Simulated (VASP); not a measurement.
Input of a VASP 6.6.1 run:

INCAR

```
  PREC = Accurate
  ENCUT = 520
  EDIFF = 1E-6
  ISMEAR = -1
  SIGMA = 0.05
  LREAL = False
  LASPH = True
  NELM = 100
  ALGO = Normal
  ISIF = 2
  LWAVE = False
  LCHARG = False
  GGA = PE
  NBANDS = 9
```

KPOINTS

```
regular mesh
0
Gamma
  10 10 5
```

File POSCAR:

```
Mg
1.0
    3.0809280000      0.0000000000      0.0000000000
   -1.5404640000      2.7793353284      0.0000000000
    0.0000000000      0.0000000000      5.2103000000
Mg
2
Direct
    0.6635344121      0.3270688242      0.7500000000
    0.3364655879      0.6729311758      0.2500000000
```

Potentials or basis: VASP PAW PBE potentials, release 64 (Mg).

Launch:

```console
$ cat potpaw_PBE.64/Mg/POTCAR > POTCAR
$ mpirun -np 1 vasp_std > vasp.out
```

(1) Estimate the largest force.

(2) Predict the band gap on the k mesh.

(3) Estimate the pressure.

Answers

(1) 0.008 eV/Å.

(2) zero (band 2 reaches 3.45 eV, above the bottom of band 3 at 1.36 eV).

(3) 1.1 GPa.
